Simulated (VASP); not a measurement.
Here is a VASP 6.6.1 calculation.

Contents of INCAR:

```
PREC     = Accurate       # precision mode
ENCUT    = 520            # plane-wave cutoff, eV
EDIFF    = 1E-6           # SCF threshold, eV
ISMEAR   = -1             # smearing method
SIGMA    = 0.05           # smearing width, eV
LREAL    = Auto         
LASPH    = T              # aspherical terms in the spheres
NELM     = 150            # most SCF steps
ALGO     = Normal         # electronic algorithm
ISIF     = 2              # what is computed and relaxed
LWAVE    = F              # write WAVECAR
LCHARG   = T              # write CHGCAR
ISPIN    = 2              # spin polarisation
MAGMOM   = 0 0 0 0 0 0 0 0 0 0 0 0 0 0 0 0 0 0 1.52 # initial moments
LORBIT   = 11             # projections on sites
LMAXMIX  = 4              # l up to which the mixer works
GGA      = PE             # functional
LELF     = T              # ELF
LVHAR    = T            
NBANDS   = 61             # bands
```

KPOINTS

```
regular mesh
0
Gamma
  2 2 1
```

Contents of POSCAR:

```
TiC18
1.0
    7.3980000000      0.0000000000      0.0000000000
   -3.6990000000      6.4068560000      0.0000000000
    0.0000000000      0.0000000000     11.0000000000
C Ti
18 1
Direct
   -0.0007098360      0.0006530504      0.0902242727
    0.2227144284      0.1123647855      0.0902408182
   -0.0006865617      0.3330975443      0.0922490909
    0.2226887824      0.4447852426      0.0922517273
   -0.0007092758      0.6655173770      0.0902566364
    0.2227137929      0.7772294242      0.0902731818
    0.3344254862      0.0006522700      0.0902651818
    0.5572920388      0.1120866459      0.0924334545
    0.3341464019      0.3352319765      0.0924207273
    0.5551573654      0.4447853986      0.0922483636
    0.3341466302      0.6657958287      0.0924374545
    0.5551572222      0.7772536171      0.0922510909
    0.6668449205      0.0006290137      0.0922498182
    0.8878561673      0.1120864898      0.0924123636
    0.6668449333      0.3330975443      0.0922524545
    0.8878559330      0.4426504982      0.0924289091
    0.6647108577      0.6657961409      0.0924162727
    0.8875780179      0.7772284877      0.0902321818
    0.1109181996      0.8889804921      0.2568197273
```

Potentials or basis: VASP PAW PBE potentials, release 64 (C, Ti_sv).

The run is started by

```console
$ cat potpaw_PBE.64/C/POTCAR potpaw_PBE.64/Ti_sv/POTCAR > POTCAR
$ mpirun -np 1 vasp_std > vasp.out
```

Q: What does it give for the band gap on the k mesh?

A: Zero (filled and empty bands overlap).

Q: Estimate the site moments.

A: C +0.01, -0.00 (each value once); Ti +1.60 μB.

Forces on the atoms (eV/Å):
```
C    0.004 -0.002  0.048
C   -0.004  0.001  0.052
C   -0.022 -0.016  0.001
C    0.022  0.026 -0.001
C    0.007  0.004  0.052
C    0.001  0.000  0.047
C    0.000 -0.007  0.052
C    0.008  0.002  0.008
C   -0.005  0.014  0.010
C   -0.028  0.015 -0.003
C    0.012 -0.006  0.009
C   -0.010 -0.033 -0.001
C    0.002  0.027  0.002
C   -0.007  0.005  0.011
C    0.026 -0.015  0.000
C    0.002 -0.009  0.008
C   -0.013 -0.003  0.010
C   -0.003  0.003  0.052
Ti   0.010 -0.006 -0.359
```

Caveat: the k points lie up to 0.49 Å⁻¹ apart, too coarse for converged energies and pressures of a metal.
